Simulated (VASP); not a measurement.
Input of a VASP 6.6.1 run:

File INCAR:

```
SYSTEM = TiSi16
PREC = Accurate
ENCUT = 520
EDIFF = 1E-6
ISMEAR = 0
SIGMA = 0.05
LREAL = Auto
LASPH = .TRUE.
NELM = 60
ALGO = Normal
ISIF = 2
LWAVE = .FALSE.
LCHARG = .FALSE.
GGA = PS
IBRION = 2
NSW = 80
EDIFFG = -0.03
```

File KPOINTS:

```
regular mesh
0
G
  2 2 2
  0 0 0
```

Contents of POSCAR:

```
TiSi16
1.0
    0.0000000000      5.4300000000      5.4300000000
    5.4300000000      0.0000000000      5.4300000000
    5.4300000000      5.4300000000      0.0000000000
Si Ti
16 1
Direct
    0.0000000000      0.0000000000      0.0000000000
    0.1250000000      0.1250000000      0.1250000000
    0.0000000000      0.0000000000      0.5000000000
    0.1250000000      0.1250000000      0.6250000000
    0.0000000000      0.5000000000      0.0000000000
    0.1250000000      0.6250000000      0.1250000000
    0.0000000000      0.5000000000      0.5000000000
    0.1250000000      0.6250000000      0.6250000000
    0.5000000000      0.0000000000      0.0000000000
    0.6250000000      0.1250000000      0.1250000000
    0.5000000000      0.0000000000      0.5000000000
    0.6250000000      0.1250000000      0.6250000000
    0.5000000000      0.5000000000      0.0000000000
    0.6250000000      0.6250000000      0.1250000000
    0.5000000000      0.5000000000      0.5000000000
    0.6250000000      0.6250000000      0.6250000000
    0.3887338300      0.3680011100      0.3821003800
```

Potentials or basis: VASP PAW PBE potentials, release 64 (Si, Ti_sv).

The run is started by

```console
$ cat potpaw_PBE.64/Si/POTCAR potpaw_PBE.64/Ti_sv/POTCAR > POTCAR
$ mpirun -np 1 vasp_std > vasp.out
```

Problem. What does it give for the energy gained by relaxing?

Solution. 27.4 meV/atom.

Problem. What does it give for the band gap on the k mesh?

Solution. Zero (bands 38 and 39 overlap by 0.39 eV).

Final structure:
```yaml
crystal:
  lattice:
    - [0.00000, 5.43000, 5.43000]
    - [5.43000, 0.00000, 5.43000]
    - [5.43000, 5.43000, 0.00000]
  atoms:
    - { symbol: Si, position: [0.00183, 0.00115, 0.00161] }
    - { symbol: Si, position: [0.12491, 0.12505, 0.12498] }
    - { symbol: Si, position: [0.00208, 0.00136, 0.49542] }
    - { symbol: Si, position: [0.12327, 0.12089, 0.62810] }
    - { symbol: Si, position: [0.00191, 0.49542, 0.00168] }
    - { symbol: Si, position: [0.12267, 0.62778, 0.12190] }
    - { symbol: Si, position: [0.99022, 0.50317, 0.50365] }
    - { symbol: Si, position: [0.12356, 0.62790, 0.62814] }
    - { symbol: Si, position: [0.49539, 0.00145, 0.00193] }
    - { symbol: Si, position: [0.62827, 0.12116, 0.12279] }
    - { symbol: Si, position: [0.50467, 0.98692, 0.50446] }
    - { symbol: Si, position: [0.62837, 0.12209, 0.62825] }
    - { symbol: Si, position: [0.50413, 0.50345, 0.98919] }
    - { symbol: Si, position: [0.62831, 0.62793, 0.12309] }
    - { symbol: Si, position: [0.50495, 0.50444, 0.50476] }
    - { symbol: Si, position: [0.62761, 0.62365, 0.62635] }
    - { symbol: Ti, position: [0.37657, 0.37420, 0.37580] }
```

Caveat: the k points lie up to 0.50 Å⁻¹ apart.
